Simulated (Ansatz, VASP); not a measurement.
Two plane-wave programs on TiCo3

```xyz
4
Lattice="3.6140 0.0000 0.0000 0.0000 3.6140 0.0000 0.0000 0.0000 3.6140" Properties=species:S:1:pos:R:3 pbc="T T T"
Ti    0.0000    0.0000    0.0000
Co    0.0000    1.8070    1.8070
Co    1.8070    0.0000    1.8070
Co    1.8070    1.8070    0.0000
```

Alike in both runs: task single point; functional PBEsol; k mesh 12 × 12 × 12; occupations methfessel-paxton of order 1, width 0.02 eV; collinear spin.

|  | VASP | Ansatz |
| --- | --- | --- |
| version | VASP 6.6.1 | Ansatz 0.2.0 |
| potentials or method | VASP PAW PBE potentials, release 64 (Ti_sv, Co), cutoff 520 eV | scalar-relativistic, plane waves, PAW |
| valence electrons in the cell | 39 | 63 |

Ansatz gave:

- gap on the k mesh at the Fermi level (eV): none
- pressure (GPa): -10.3
- net moment per atom (μB): 0.67
- size of the moment on the site where the two differ most (μB): 1.10

What did VASP give for the same quantities?

gap on the k mesh at the Fermi level (eV): none; pressure (GPa): -13.8; net moment per atom (μB): 0.24; size of the moment on the site where the two differ most (μB): 0.41.

The net moments are unlike, so the other rows may belong to different states. VASP's potentials were made for PBE, not for PBEsol. Site moments also hang on the region over which each program counts them. A gap of «none» marks a metal or a gap that the smearing closes. VASP's potentials hold 39 valence electrons a cell and Ansatz's 63, so a difference there can come from the potentials and not from the codes. Ansatz's warnings: stability check not made.
